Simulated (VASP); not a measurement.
# MgO2 (R-3m) in VASP: further runs, part 2 of 2

VASP 6.6.1. Earlier steps stand in the parts before.

### 3 Single point, PBEsol (mode 9 (885.4 1/cm) frozen in, largest displacement +0.150 Å)

INCAR

```
  PREC = Accurate
  ENCUT = 520
  EDIFF = 1E-6
  ISMEAR = 0
  SIGMA = 0.05
  LREAL = False
  LASPH = True
  NELM = 100
  ALGO = Normal
  ISIF = 2
  LWAVE = False
  LCHARG = False
  GGA = PS
  NBANDS = 14
```

KPOINTS

```
regular mesh
0
Gamma
  12 12 12
```

POSCAR

```
MgO2
1.0
    1.6047610160      0.9265092046      3.4939788749
   -1.6047610160      0.9265092046      3.4939788749
    0.0000000000     -1.8530184092      3.4939788749
Mg O
1 2
Direct
    0.0000000000      0.0000000000      0.0000000000
    0.4430963327      0.4430963327      0.4430963327
    0.5569036673      0.5569036673      0.5569036673
```

Potentials or basis: VASP PAW PBE potentials, release 64 (Mg, O).

Run with:

```sh
$ cat potpaw_PBE.64/Mg/POTCAR potpaw_PBE.64/O/POTCAR > POTCAR
$ mpirun -np 1 vasp_std > vasp.out
```

OUTCAR:

```text
PREC = Accurate
   ENCUT = 520
   EDIFF = 1E-6
   ISMEAR = 0
   LREAL = False
   LASPH = True
   NELM = 100
   ISIF = 2
   GGA = PS

 ion  position               nearest neighbor table
   1  0.000  0.000  0.000-   3 2.18   3 2.18   2 2.18   2 2.18   3 2.18   2 2.18
   2  0.443  0.443  0.443-   3 1.19   1 2.18   1 2.18   1 2.18
   3  0.557  0.557  0.557-   2 1.19   1 2.18   1 2.18   1 2.18

  LATTYP: Found a trigonal (rhomboedric) cell.
 ALAT       =     3.9549419216
 COS(alpha) =     0.6707160928

  Lattice vectors:

 A1 = (   1.6047610160,   0.9265092046,   3.4939788749)
 A2 = (  -1.6047610160,   0.9265092046,   3.4939788749)
 A3 = (   0.0000000000,  -1.8530184092,   3.4939788749)

Analysis of symmetry for initial positions (statically):
=====================================================================
 Subroutine PRICEL returns:
 Original cell was already a primitive cell.

 Routine SETGRP: Setting up the symmetry group for a
 trigonal (rhombohedral) supercell.

 Subroutine GETGRP returns: Found 12 space group operations
 (whereof 12 operations were pure point group operations)
 out of a pool of 12 trial point group operations.

The static configuration has the point symmetry D_3d.

Analysis of symmetry for dynamics (positions and initial velocities):
=====================================================================
 Subroutine PRICEL returns:
 Original cell was already a primitive cell.

 Routine SETGRP: Setting up the symmetry group for a
 trigonal (rhombohedral) supercell.

 Subroutine GETGRP returns: Found 12 space group operations
 (whereof 12 operations were pure point group operations)
 out of a pool of 12 trial point group operations.

The dynamic configuration has the point symmetry D_3d.

 Subroutine INISYM returns: Found 12 space group operations
 (whereof 12 operations are pure point group operations),
 and found     1 'primitive' translations

----------------------------------------------------------------------------------------

[... 121 lines left out ...]
   AEXX    =    0.0000 exact exchange contribution
   IVDW    =     0    specifies the selected vdW correction
   LEPSILON=     F    determine dielectric tensor
   LRPA    =     F    only Hartree local field effects (RPA)
 non-spin polarized calculation
 Gauss-broadening in eV      SIGMA  =   0.05
  energy-cutoff  :      520.00
  volume of cell :       31.17
 maximum number of plane-waves:       852
 NGX is ok and might be reduce to    30
   NGX = 15   NGY = 15   NGZ = 15

 number of electron      13.9999997 magnetization

 Free energy of the ion-electron system (eV)
  ---------------------------------------------------
  ext. energy  EPLUGINS =         0.00000000
  ---------------------------------------------------
  free energy    TOTEN  =       -15.24339374 eV

  energy without entropy =      -15.24339374  energy(sigma->0) =      -15.24339374

 E-fermi :   4.7111     XC(G=0): -10.3236

 val. band max:        4.4684532995   @ k =   0.5000   0.5000   0.5000
 cond. band min:       6.9273692949   @ k =   0.3333   0.3333   0.3333
 fundamental gap:      2.4589159954
 Fermi energy:         4.7111142573

 k-point     1 :       0.0000    0.0000    0.0000
  band No.  band energies     occupation
      1     -22.8057      2.00000
      2      -9.9456      2.00000
      3      -6.0276      2.00000
      4      -2.6008      2.00000
      5      -2.6008      2.00000
      6       3.8551      2.00000
      7       3.8551      2.00000
      8       7.1549      0.00000
      9      13.1217      0.00000
     10      13.7221      0.00000
     11      17.0635      0.00000
     12      17.0635      0.00000
     13      17.1699      0.00000
     14      19.1029      0.00000
[... 377 lines left out ...]
      1     -22.5766      2.00000
      2     -10.1521      2.00000
      3      -4.7858      2.00000
      4      -4.2951      2.00000
      5      -3.2030      2.00000
      6       2.8899      2.00000
      7       3.1340      2.00000
      8      10.3402      0.00000
      9      11.0446      0.00000
     10      13.8443      0.00000
     11      14.7385      0.00000
     12      16.7787      0.00000
     13      18.5230      0.00000
     14      19.5091      0.00000

 [... further k-points ...]
[... 5 lines left out ...]
  --------------------------------------------------------------------------------------
  -------------------------------------------------------------------------------------
  Total       -2.3195493     -2.3195493     18.7773482      0.0000000      0.0000000     -0.0000000
  in kB     -119.2291827   -119.2291827    965.1908865      0.0000000      0.0000000     -0.0000000
  external PRESSURE =     242.2441737 kB  Pullay stress =       0.0000000 kB

 VOLUME and BASIS-vectors are now :
 -----------------------------------------------------------------------------
  energy-cutoff  :      520.00
  volume of cell :       31.17
      direct lattice vectors                 reciprocal lattice vectors
     1.604761016  0.926509205  3.493978875     0.311572873  0.179886682  0.095402218
    -1.604761016  0.926509205  3.493978875    -0.311572873  0.179886682  0.095402218
     0.000000000 -1.853018409  3.493978875     0.000000000 -0.359773364  0.095402218

 POSITION                                       TOTAL-FORCE (eV/Angst)
 -----------------------------------------------------------------------------------
      0.00000      0.00000      0.00000         0.000000     -0.000000      0.000000
      0.00000      0.00000      4.64451         0.000000      0.000000    -17.934770
      0.00000      0.00000      5.83743         0.000000     -0.000000     17.934770
 -----------------------------------------------------------------------------------
    total drift:                               -0.000000     -0.000000      0.000000

  FREE ENERGIE OF THE ION-ELECTRON SYSTEM (eV)
  ---------------------------------------------------
  free  energy   TOTEN  =       -15.2433937443 eV

  energy  without entropy=      -15.2433937443  energy(sigma->0) =      -15.24339374
```

stdout:

```text
POSCAR found type information on POSCAR MgO
 POSCAR found :  2 types and       3 ions
 scaLAPACK will be used
 -----------------------------------------------------------------------------
|                                                                             |
|                                                                             |
|     You enforced a specific xc type in the INCAR file but a different       |
|     I HOPE YOU KNOW WHAT YOU ARE DOING!                                     |
|                                                                             |
 -----------------------------------------------------------------------------

 LDA part: xc-table for (Slater+PW92), standard interpolation
 POSCAR, INCAR and KPOINTS ok, starting setup
 FFT: planning ... GRIDC
 FFT: planning ... GRID_SOFT
 FFT: planning ... GRID
 WAVECAR not read
 entering main loop
```

It took 82 s on 1 thread of Intel Xeon 6975P-C, shared host; peak memory 0.23 GiB.

Results:

```yaml
Free_energy: -15.2434 eV
Pressure: 24.2 GPa
Largest_force: 17.935 eV/Å
Band_gap_on_the_k_mesh: 2.46 eV, indirect (least direct gap 2.61 eV)
```

Forces in eV/Å, atoms in the order of the input:
```
Mg    0.000   0.000   0.000
O     0.000   0.000 -17.935
O     0.000   0.000  17.935
```

Caveat: the cell differs from its parent crystal (mode 9 (885.4 1/cm) frozen in, largest displacement +0.150 Å); the standard files for N, O and F lose accuracy on very short bonds; the PAW data sets were made with another functional, which shifts forces and pressure a little. A k mesh can miss the band edges.

### 4 Single point, PBEsol (mode 9 (885.4 1/cm) frozen in, largest displacement -0.100 Å)

INCAR

```
SYSTEM = MgO2
ALGO = Normal
EDIFF = 1E-6
ENCUT = 520
GGA = PS
ISIF = 2
ISMEAR = 0
LASPH = .True.
LCHARG = .False.
LREAL = .False.
LWAVE = .False.
NBANDS = 14
NELM = 80
PREC = Accurate
SIGMA = 0.05
```

KPOINTS

```
k-points
0
Gamma
  12 12 12
  0 0 0
```

POSCAR

```
MgO2
1.0
    1.6047610160      0.9265092046      3.4939788749
   -1.6047610160      0.9265092046      3.4939788749
    0.0000000000     -1.8530184092      3.4939788749
Mg O
1 2
Direct
    0.0000000000      0.0000000000      0.0000000000
    0.4192457782      0.4192457782      0.4192457782
    0.5807542218      0.5807542218      0.5807542218
```

Potentials or basis: VASP PAW PBE potentials, release 64 (Mg, O).

Run with:

```sh
$ cat potpaw_PBE.64/Mg/POTCAR potpaw_PBE.64/O/POTCAR > POTCAR
$ mpirun -np 1 vasp_std > vasp.out
```

OUTCAR:

```text
SYSTEM = MgO2
   EDIFF = 1E-6
   ENCUT = 520
   GGA = PS
   ISIF = 2
   ISMEAR = 0
   LASPH = .True.
   LREAL = .False.
   NELM = 80
   PREC = Accurate

 ion  position               nearest neighbor table
   1  0.000  0.000  0.000-   3 2.06   3 2.06   2 2.06   2 2.06   3 2.06   2 2.06
   2  0.419  0.419  0.419-   3 1.69   1 2.06   1 2.06   1 2.06
   3  0.581  0.581  0.581-   2 1.69   1 2.06   1 2.06   1 2.06

  LATTYP: Found a trigonal (rhomboedric) cell.
 ALAT       =     3.9549419216
 COS(alpha) =     0.6707160928

  Lattice vectors:

 A1 = (   1.6047610160,   0.9265092046,   3.4939788749)
 A2 = (  -1.6047610160,   0.9265092046,   3.4939788749)
 A3 = (   0.0000000000,  -1.8530184092,   3.4939788749)

Analysis of symmetry for initial positions (statically):
=====================================================================
 Subroutine PRICEL returns:
 Original cell was already a primitive cell.

 Routine SETGRP: Setting up the symmetry group for a
 trigonal (rhombohedral) supercell.

 Subroutine GETGRP returns: Found 12 space group operations
 (whereof 12 operations were pure point group operations)
 out of a pool of 12 trial point group operations.

[... 175 lines left out ...]
      2     -12.7673      2.00000
      3      -4.4166      2.00000
      4      -0.1803      2.00000
      5      -0.1803      2.00000
      6       0.8009      2.00000
      7       0.8009      2.00000
      8       4.7577      0.00000
      9       7.1082      0.00000
     10      14.3374      0.00000
     11      17.4085      0.00000
     12      17.4085      0.00000
     13      18.1948      0.00000
     14      18.9664      0.00000
[... 377 lines left out ...]
      1     -16.8288      2.00000
      2     -13.2661      2.00000
      3      -3.7227      2.00000
      4      -2.8179      2.00000
      5      -0.9849      2.00000
      6       0.2900      2.00000
      7       0.8517      2.00000
      8       4.3276      0.00000
      9      11.9776      0.00000
     10      12.7547      0.00000
     11      15.1890      0.00000
     12      17.3647      0.00000
     13      17.5046      0.00000
     14      19.5987      0.00000

 [... further k-points ...]
[... 5 lines left out ...]
  --------------------------------------------------------------------------------------
  -------------------------------------------------------------------------------------
  Total        0.4080771      0.4080771     -3.8704344      0.0000000      0.0000000     -0.0000000
  in kB       20.9759289     20.9759289   -198.9475837      0.0000000      0.0000000     -0.0000000
  external PRESSURE =     -52.3319086 kB  Pullay stress =       0.0000000 kB

 VOLUME and BASIS-vectors are now :
 -----------------------------------------------------------------------------
  energy-cutoff  :      520.00
  volume of cell :       31.17
      direct lattice vectors                 reciprocal lattice vectors
     1.604761016  0.926509205  3.493978875     0.311572873  0.179886682  0.095402218
    -1.604761016  0.926509205  3.493978875    -0.311572873  0.179886682  0.095402218
     0.000000000 -1.853018409  3.493978875     0.000000000 -0.359773364  0.095402218

 POSITION                                       TOTAL-FORCE (eV/Angst)
 -----------------------------------------------------------------------------------
      0.00000      0.00000      0.00000         0.000000      0.000000     -0.000000
      0.00000      0.00000      4.39451         0.000000      0.000000      2.996501
      0.00000      0.00000      6.08743         0.000000     -0.000000     -2.996501
 -----------------------------------------------------------------------------------
    total drift:                                0.000000     -0.000000     -0.000000

  FREE ENERGIE OF THE ION-ELECTRON SYSTEM (eV)
  ---------------------------------------------------
  free  energy   TOTEN  =       -16.8389132243 eV

  energy  without entropy=      -16.8389132243  energy(sigma->0) =      -16.83891322
```

Wall time 90 s (1 thread of Intel Xeon 6975P-C, shared host); peak memory 0.23 GiB.

Results:

```yaml
Free_energy: -16.8389 eV
Pressure: -5.2 GPa
Largest_force: 2.997 eV/Å
Band_gap_on_the_k_mesh: 0.93 eV, direct
```

Forces in eV/Å, atoms in the order of the input:
```
Mg   0.000  0.000  0.000
O    0.000  0.000  2.997
O    0.000  0.000 -2.997
```

Stress tensor (GPa, compression positive):
```
  2.10   0.00   0.00
  0.00   2.10   0.00
  0.00   0.00 -19.89
```

Caveat: the cell differs from its parent crystal (mode 9 (885.4 1/cm) frozen in, largest displacement -0.100 Å); the PAW data sets were made with another functional, which shifts forces and pressure a little.

### 5 Single point, PBEsol (mode 9 (885.4 1/cm) frozen in, largest displacement +0.050 Å)

INCAR

```
SYSTEM = MgO2
PREC     = Accurate       ! precision mode
ENCUT    = 520            ! plane-wave cutoff, eV
EDIFF    = 1E-6           ! SCF threshold, eV
ISMEAR   = 0              ! smearing method
SIGMA    = 0.05           ! smearing width, eV
LREAL    = .False.        ! projectors in reciprocal space
LASPH    = .True.         ! aspherical terms in the spheres
NELM     = 80             ! most SCF steps
ALGO     = Normal         ! electronic algorithm
ISIF     = 2              ! what is computed and relaxed
LWAVE    = .False.        ! write WAVECAR
LCHARG   = .False.        ! write CHGCAR
GGA      = PS             ! functional
NBANDS   = 14             ! bands
```

KPOINTS

```
Automatic mesh
0
Gamma
  12 12 12
  0 0 0
```

POSCAR

```
MgO2
1.0
    1.6047610160      0.9265092046      3.4939788749
   -1.6047610160      0.9265092046      3.4939788749
    0.0000000000     -1.8530184092      3.4939788749
Mg O
1 2
Direct
    0.0000000000      0.0000000000      0.0000000000
    0.4335561109      0.4335561109      0.4335561109
    0.5664438891      0.5664438891      0.5664438891
```

Run with:

```sh
$ cat potpaw_PBE.64/Mg/POTCAR potpaw_PBE.64/O/POTCAR > POTCAR
$ mpirun -np 1 vasp_std > vasp.out
```

It took 86 s on 1 thread of Intel Xeon 6975P-C, shared host; peak memory 0.23 GiB.

It converged, with:

- Free energy: -17.0730 eV
- Pressure: -0.8 GPa
- Largest force: 3.064 eV/Å
- Band gap on the k mesh: 2.89 eV, direct

Forces on the atoms (eV/Å):
```
Mg   0.000  0.000  0.000
O    0.000  0.000 -3.064
O    0.000  0.000  3.064
```

Stress tensor (GPa, compression positive):
```
-7.42  0.00  0.00
 0.00 -7.42  0.00
 0.00  0.00 12.51
```

Levels at points of the mesh, in eV from the valence-band top:
```
           k point  band 3  band 4  band 5  band 6  band 7  band 8  band 9  band 10  band 11  band 12
(0.00, 0.00, 0.00)   -8.54   -4.27   -4.27   -0.73   -0.73    3.97    6.11    11.74    12.39    14.10
(0.50, 0.00, 0.00)   -7.41   -6.83   -4.62   -1.24   -1.19    5.22    7.88     9.36    12.18    13.00
(0.50, 0.50, 0.00)   -6.73   -6.26   -5.14   -2.27   -0.15    4.44    7.10    10.44    11.38    12.24
(0.50, 0.50, 0.50)   -5.79   -4.68   -4.68    0.00    0.00    2.89    4.24     9.19    13.51    13.51
```

Caveat: the cell differs from its parent crystal (mode 9 (885.4 1/cm) frozen in, largest displacement +0.050 Å); the PAW data sets were made with another functional, which shifts forces and pressure a little. A k mesh can miss the band edges.
